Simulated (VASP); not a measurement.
# TiC (Immm) in VASP: single point with PBE

Aim: the single point of TiC with PBE.

Everything below comes from runs of VASP 6.6.1. Logs are shortened: lines on timing, memory, paths and dates and some standing lists are left out, and cuts for length are marked.

## (1) The cell of the first run

The structure is orthorhombic, space group Immm (No. 71). The conventional cell has a = 3.032 Å, b = 3.089 Å, c = 4.328 Å, α = 90.00°, β = 90.00°, γ = 90.00°. Within 2.9 Å of Ti (site symmetry mmm) lie 6 C at 2.16 Å. Within 2.9 Å of C (site symmetry mmm) lie 6 Ti at 2.16 Å.

## (2) Single point, PBE (strain +0.0187 x Voigt [0, 0, 0, 0, 0, 1])

INCAR

```
SYSTEM = TiC
ALGO = Normal
EDIFF = 1E-7
ENCUT = 520
GGA = PE
ISIF = 2
ISMEAR = 0
LASPH = .True.
LCHARG = .False.
LREAL = .False.
LWAVE = .False.
NBANDS = 15
NELM = 60
PREC = Accurate
SIGMA = 0.15
```

KPOINTS

```
k-points
0
Gamma
  18 18 18
  0 0 0
```

POSCAR

```
TiC
1.0
    0.0202334000      2.1640000000      2.1640000000
    2.1640000000      0.0202334000      2.1640000000
    2.1842334000      2.1842334000      0.0000000000
Ti C
1 1
Direct
    0.0000000000      0.0000000000      0.0000000000
    0.5000000000      0.5000000000      0.5000000000
```

Potentials or basis: VASP PAW PBE potentials, release 64 (Ti_sv, C).

The run is started by

```bash
cat potpaw_PBE.64/Ti_sv/POTCAR potpaw_PBE.64/C/POTCAR > POTCAR
mpirun -np 1 vasp_std > vasp.out
```

OUTCAR:

```text
SYSTEM = TiC
   EDIFF = 1E-7
   ENCUT = 520
   GGA = PE
   ISIF = 2
   ISMEAR = 0
   LASPH = .True.
   LREAL = .False.
   NELM = 60
   PREC = Accurate

 ion  position               nearest neighbor table
   1  0.000  0.000  0.000-   2 2.16   2 2.16   2 2.16   2 2.16   2 2.16   2 2.16
   2  0.500  0.500  0.500-   1 2.16   1 2.16   1 2.16   1 2.16   1 2.16   1 2.16

  LATTYP: Found a body centered orthorhombic cell.
 ALAT       =     3.0317438003
 B/A-ratio  =     1.0188764952
 C/A-ratio  =     1.4275612602

  Lattice vectors:

 A1 = (   2.1640000000,   0.0202334000,  -2.1640000000)
 A2 = (  -2.1640000000,  -0.0202334000,  -2.1640000000)
 A3 = (   0.0202334000,   2.1640000000,   2.1640000000)

Analysis of symmetry for initial positions (statically):
=====================================================================
 Subroutine PRICEL returns:
 Original cell was already a primitive cell.

 Routine SETGRP: Setting up the symmetry group for a
 body centered orthorhombic supercell.

 Subroutine GETGRP returns: Found  8 space group operations
 (whereof  8 operations were pure point group operations)
 out of a pool of  8 trial point group operations.

The static configuration has the point symmetry D_2h.

Analysis of symmetry for dynamics (positions and initial velocities):
=====================================================================
 Subroutine PRICEL returns:
 Original cell was already a primitive cell.

 Routine SETGRP: Setting up the symmetry group for a
 body centered orthorhombic supercell.

 Subroutine GETGRP returns: Found  8 space group operations
 (whereof  8 operations were pure point group operations)
 out of a pool of  8 trial point group operations.

The dynamic configuration has the point symmetry D_2h.

 Subroutine INISYM returns: Found  8 space group operations
 (whereof  8 operations are pure point group operations),
 and found     1 'primitive' translations

----------------------------------------------------------------------------------------

                                     Primitive cell

  volume of cell :      20.2658

  direct lattice vectors                    reciprocal lattice vectors
     0.020233400  2.164000000  2.164000000    -0.233234346  0.233234346  0.231053604
     2.164000000  0.020233400  2.164000000     0.233234346 -0.233234346  0.231053604
     2.184233400  2.184233400  0.000000000     0.228913265  0.228913265 -0.231053604

  length of vectors
     3.060425034  3.060425034  3.088972498     0.402718621  0.402718621  0.397728971

  position of ions in fractional coordinates (direct lattice)
     0.000000000  0.000000000  0.000000000
     0.500000000  0.500000000  0.500000000

  ion indices of the primitive-cell ions
   primitive index   ion index
                 1           1
                 2           2

----------------------------------------------------------------------------------------

 KPOINTS: k-points

Automatic generation of k-mesh.
 Grid dimensions read from file:
 generate k-points for:   18   18   18

 Generating k-lattice:

  Cartesian coordinates                     Fractional coordinates (reciprocal lattice)
    -0.012957464  0.012957464  0.012836311     0.055555556  0.000000000  0.000000000
     0.012957464 -0.012957464  0.012836311     0.000000000  0.055555556  0.000000000
     0.012717404  0.012717404 -0.012836311    -0.000000000 -0.000000000  0.055555556

  Length of vectors
     0.022373257  0.022373257  0.022096054

  Shift w.r.t. Gamma in fractional coordinates (k-lattice)
     0.000000000  0.000000000  0.000000000

 Subroutine IBZKPT returns following result:
 ===========================================

 Found    865 irreducible k-points:

 Following reciprocal coordinates:
            Coordinates               Weight
  0.000000  0.000000  0.000000      1.000000
  0.055556  0.000000  0.000000      4.000000
  0.111111  0.000000  0.000000      4.000000
  0.166667  0.000000  0.000000      4.000000
  0.222222 -0.000000  0.000000      4.000000
  0.277778  0.000000  0.000000      4.000000
[... 16 lines left out ...]
 -0.277778  0.055556  0.000000      4.000000
 -0.222222  0.055556  0.000000      4.000000
 [... further k-points ...]
   k-points           NKPTS =    865   k-points in BZ     NKDIM =    865   number of bands    NBANDS=     15
   number of dos      NEDOS =    301   number of ions     NIONS =      2
   total plane-waves  NPLWV =  13824
   dimension x,y,z NGX =    24 NGY =   24 NGZ =   24
   dimension x,y,z NGXF=    48 NGYF=   48 NGZF=   48
   ions per type =               1   1
   NGX,Y,Z   is equivalent  to a cutoff of  13.04, 13.04, 12.92 a.u.
   NGXF,Y,Z  is equivalent  to a cutoff of  26.07, 26.07, 25.83 a.u.
 SYSTEM =  TiC
   PREC   = accura    normal or accurate (medium, high low for compatibility)
   ISTART =      0    job   : 0-new  1-cont  2-samecut
   ICHARG =      2    charge: 1-file 2-atom 10-const
   ISPIN  =      1    spin polarized calculation?
   LNONCOLLINEAR =      F non collinear calculations
   LSORBIT =      F    spin-orbit coupling
   LASPH  =      T    aspherical Exc in radial PAW
   ENCUT  =  520.0 eV  38.22 Ry    6.18 a.u.   5.69  5.69  5.74*2*pi/ulx,y,z
   NELM   =     60;   NELMIN=  2; NELMDL= -5     # of ELM steps
   EDIFF  = 0.1E-06   stopping-criterion for ELM
   LREAL  =      F    real-space projection
   EDIFFG = 0.1E-05   stopping-criterion for IOM
   NSW    =      0    number of steps for IOM
   IBRION =     -1    ionic relax: 0-MD 1-quasi-New 2-CG
   NFREE  =      0    steps in history (QN), initial steepest desc. (CG)
   ISIF   =      2    stress and relaxation
   ISYM   =      2    0-nonsym 1-usesym 2-fastsym
   POTIM  = 0.5000    time-step for ionic-motion
   TEBEG  =    0.0;   TEEND  =   0.0 temperature during run
   PSTRESS=    0.0 pullay stress
   NELECT =      16.0000    total number of electrons
   NUPDOWN=      -1.0000    fix difference up-down
   EMIN   =  10.00;   EMAX   =-10.00  energy-range for DOS
   EFERMI =   0.00;   METHOD = LEGACY
   ISMEAR =     0;   SIGMA  =   0.15  broadening in eV -4-tet -1-fermi 0-gaus
   EFERMI_NEDOS =   21; number of points for ismear=-14 and -15
   IALGO  =     38    algorithm
   IMIX   =      4    mixing-type and parameters
     AMIX     =   0.40;   BMIX     =  1.00
     AMIX_MAG =   1.60;   BMIX_MAG =  1.00
  volume/ion in A,a.u.               =      10.13        68.38
  Fermi-wavevector in a.u.,A,eV,Ry     =   1.513074  2.859296 31.149090  2.289394
  Thomas-Fermi vector in A             =   2.622914
   LORBIT       =      0    0 simple, 1 ext, 2 COOP (PROOUT), +10 PAW based schemes
   GGA     = PE    functional components
   LHFCALC =     F    Hartree Fock is set to
   AEXX    =    0.0000 exact exchange contribution
   IVDW    =     0    specifies the selected vdW correction
   LEPSILON=     F    determine dielectric tensor
   LRPA    =     F    only Hartree local field effects (RPA)
 non-spin polarized calculation
 Gauss-broadening in eV      SIGMA  =   0.15
  energy-cutoff  :      520.00
  volume of cell :       20.27
 maximum number of plane-waves:       560
   NGX = 11   NGY = 11   NGZ = 11

 number of electron      16.0000001 magnetization

 Free energy of the ion-electron system (eV)
  ---------------------------------------------------
  ext. energy  EPLUGINS =         0.00000000
  ---------------------------------------------------
  free energy    TOTEN  =       -18.70696946 eV

  energy without entropy =      -18.70363605  energy(sigma->0) =      -18.70530275

 E-fermi :   9.4513     XC(G=0): -12.7108

 val. band max:        9.4498702260   @ k =   0.3889  -0.0000   0.4444
 cond. band min:       9.4536390858   @ k =   0.0556   0.0556   0.1111
 fundamental gap:      0.0037688598
 Fermi energy:         9.4512552497

 k-point     1 :       0.0000    0.0000    0.0000
  band No.  band energies     occupation
      1     -47.1409      2.00000
      2     -23.1704      2.00000
      3     -23.1637      2.00000
      4     -23.1563      2.00000
      5      -2.9673      2.00000
      6      10.0479      0.00000
      7      10.1298      0.00000
      8      10.2250      0.00000
      9      11.0451      0.00000
     10      11.1202      0.00000
     11      11.1620      0.00000
     12      11.1622      0.00000
     13      11.2026      0.00000
     14      19.9616      0.00000
     15      23.4873      0.00000

 k-point     2 :       0.0556    0.0000    0.0000
  band No.  band energies     occupation
      1     -47.1386      2.00000
      2     -23.1755      2.00000
      3     -23.1718      2.00000
      4     -23.1621      2.00000
      5      -2.8963      2.00000
      6       9.8306      0.00035
      7       9.9074      0.00002
      8      10.0341      0.00000
      9      10.4419      0.00000
     10      10.4878      0.00000
     11      11.3644      0.00000
     12      12.0095      0.00000
     13      12.0568      0.00000
     14      20.0910      0.00000
     15      23.5212      0.00000

 k-point     3 :       0.1111    0.0000    0.0000
  band No.  band energies     occupation
      1     -47.1320      2.00000
      2     -23.2206      2.00000
      3     -23.1760      2.00000
      4     -23.1676      2.00000
      5      -2.6869      2.00000
      6       9.0903      1.99933
      7       9.2602      1.92830
      8       9.3687      1.56360
      9      10.4385      0.00000
     10      10.5061      0.00000
     11      11.6473      0.00000
     12      12.9639      0.00000
     13      13.0011      0.00000
     14      20.4207      0.00000
     15      23.5617      0.00000
[... 343 lines left out ...]
 k-point    23 :      -0.2778    0.0556    0.0000
  band No.  band energies     occupation
      1     -47.0903      2.00000
      2     -23.4920      2.00000
      3     -23.2139      2.00000
      4     -23.1946      2.00000
      5      -1.1282      2.00000
      6       5.9136      2.00000
      7       7.1271      2.00000
      8       7.4624      2.00000
      9      11.2825      0.00000
     10      11.7057      0.00000
     11      12.6491      0.00000
     12      15.4470      0.00000
     13      16.4652      0.00000
     14      20.0712      0.00000
     15      24.2700      0.00000

 k-point    24 :      -0.2222    0.0556    0.0000
  band No.  band energies     occupation
      1     -47.1033      2.00000
      2     -23.4070      2.00000
      3     -23.2043      2.00000
      4     -23.1859      2.00000
      5      -1.6798      2.00000
      6       6.8337      2.00000
      7       7.5816      2.00000
      8       7.9574      2.00000
      9      10.9058      0.00000
     10      11.3882      0.00000
     11      12.3554      0.00000
     12      14.6257      0.00000
     13      15.6748      0.00000
     14      20.7349      0.00000
     15      23.7374      0.00000

 [... further k-points ...]

------------------------ aborting loop because EDIFF is reached ----------------------------------------

  FORCE on cell =-STRESS in cart. coord.  units (eV):
  Direction    XX          YY          ZZ          XY          YZ          ZX
  --------------------------------------------------------------------------------------
  -------------------------------------------------------------------------------------
  Total        0.1419990      0.1419990      0.1405816     -0.3960465      0.0000000      0.0000000
  in kB       11.2261832     11.2261832     11.1141222    -31.3107105      0.0000000      0.0000000
  external PRESSURE =      11.1888295 kB  Pullay stress =       0.0000000 kB

 VOLUME and BASIS-vectors are now :
 -----------------------------------------------------------------------------
  energy-cutoff  :      520.00
  volume of cell :       20.27
      direct lattice vectors                 reciprocal lattice vectors
     0.020233400  2.164000000  2.164000000    -0.233234346  0.233234346  0.231053604
     2.164000000  0.020233400  2.164000000     0.233234346 -0.233234346  0.231053604
     2.184233400  2.184233400  0.000000000     0.228913265  0.228913265 -0.231053604

 POSITION                                       TOTAL-FORCE (eV/Angst)
 -----------------------------------------------------------------------------------
      0.00000      0.00000      0.00000        -0.000000     -0.000000      0.000000
      2.18423      2.18423      2.16400         0.000000      0.000000      0.000000
 -----------------------------------------------------------------------------------
    total drift:                                0.000000     -0.000000     -0.000000

  FREE ENERGIE OF THE ION-ELECTRON SYSTEM (eV)
  ---------------------------------------------------
  free  energy   TOTEN  =       -18.7069694553 eV

  energy  without entropy=      -18.7036360534  energy(sigma->0) =      -18.70530275
```

Wall time 1.7 min (1 thread of Intel Xeon 6975P-C (Granite Rapids), shared host); peak memory 0.37 GiB.

What came out:

- Free energy: -18.7070 eV
- Pressure: 1.1 GPa
- Band gap on the k mesh: zero (band 8 reaches 10.22 eV, above the bottom of band 9 at 9.04 eV)

Levels at points of the mesh, in eV from the Fermi level:
```
           k point  band 5  band 6  band 7  band 8  band 9  band 10  band 11  band 12
(0.00, 0.00, 0.00)  -12.42    0.60    0.68    0.77    1.59     1.67     1.71     1.71
(0.50, 0.00, 0.00)   -8.88   -5.85   -3.03   -2.90    2.89     2.98     4.15     8.14
(0.50, 0.50, 0.00)  -10.13   -3.44   -1.63   -0.17    0.09     2.71     3.51     3.52
(0.00, 0.00, 0.50)   -8.98   -5.86   -2.92   -2.79    2.84     2.94     4.07     8.11
(0.50, 0.00, 0.50)  -10.13   -3.44   -1.63   -0.04   -0.04     2.70     3.52     3.52
```

Caveat: the cell differs from its parent crystal (strain +0.0187 x Voigt [0, 0, 0, 0, 0, 1]).
